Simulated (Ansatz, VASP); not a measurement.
## Two plane-wave programs on Al2BP3

```
CELL_PARAMETERS angstrom
5.80928 0.00000 0.00000
-2.90464 5.03099 0.00000
0.00000 0.00000 3.62065
ATOMIC_POSITIONS crystal
Al 0.33333 0.66667 0.00000
Al 0.66667 0.33333 0.00000
B 0.00000 0.00000 0.00000
P 0.50000 0.00000 0.50000
P 0.50000 0.50000 0.50000
P 0.00000 0.50000 0.50000
```

Change from the starting cell: species swapped into the ErB2Ru3 type (P6/mmm, No. 191).

Alike in both runs: functional PBE; k mesh 6 × 6 × 12; occupations gaussian, width 0.1 eV; no spin polarisation.

Ansatz relaxed the structure, and its values are those at the end. VASP's run is a single point on that final structure, the one shown.

|  | VASP | Ansatz |
| --- | --- | --- |
| version | VASP 6.6.1 | Ansatz 0.2.0 |
| potentials or method | VASP PAW PBE potentials, release 64 (Al, B, P), cutoff 520 eV | scalar-relativistic, plane waves, PAW |
| valence electrons in the cell | 24 | 24 |

|  | VASP | Ansatz | Ansatz less VASP |
| --- | --- | --- | --- |
| gap on the k mesh at the Fermi level (eV) | none | none | - |
| pressure (GPa) | -0.1 | 0.0 | +0.07 |

A gap of «none» marks a metal or a gap that the smearing closes.
